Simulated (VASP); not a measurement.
Wanted: the native input for a VASP 6.6.1 run.

* Task: single point
* Functional: PBE
* Potentials or basis: VASP PAW PBE potentials, release 64 (Rh_pv, Ru_pv)
* Cutoff: 520 eV
* k mesh: 14 × 14 × 1
* Occupations: fermi-dirac, width 0.08 eV
* Spin: no spin polarisation
* Dipole correction: yes
* Further INCAR settings: ALGO = Normal; EDIFF = 1e-07; NBANDS = 28

The structure of Ru2Rh lies in POSCAR:

```
Ru2Rh
1.0
    2.7207384563      0.0000000000      0.0000000000
   -1.3603692282      2.3562286202      0.0000000000
    0.0000000000      0.0000000000     20.2961000000
Rh Ru
1 2
Direct
    0.0000000000      0.0000000000      0.3980803413
    0.3333333333      0.6666666667      0.4999999983
    0.0000000000      0.0000000000      0.6019196604
```

These files were run (other wordings do the same):

INCAR

```
PREC = Accurate ; ENCUT = 520
EDIFF = 1E-7 ; ISMEAR = -1
SIGMA = 0.08 ; LREAL = False
LASPH = True ; NELM = 80
ALGO = Normal ; ISIF = 2
LWAVE = False ; LCHARG = False
LDIPOL = True ; IDIPOL = 3
DIPOL = 0.5 0.5 0.500 ; GGA = PE
NBANDS = 28
```

KPOINTS

```
regular mesh
0
Gamma
  14 14 1
```

Potentials or basis: VASP PAW PBE potentials, release 64 (Rh_pv, Ru_pv).

Launch:

```console
$ cat potpaw_PBE.64/Rh_pv/POTCAR potpaw_PBE.64/Ru_pv/POTCAR > POTCAR
$ mpirun -np 1 vasp_std > vasp.out
```

Results of the run:

- Largest force: 0.837 eV/Å
- Band gap on the k mesh: zero (an odd number of electrons rules out a gap without spin polarisation)

Wall time 3 min on 1 thread of Intel Xeon 8259CL, on a shared host, peak memory 0.28 GiB.
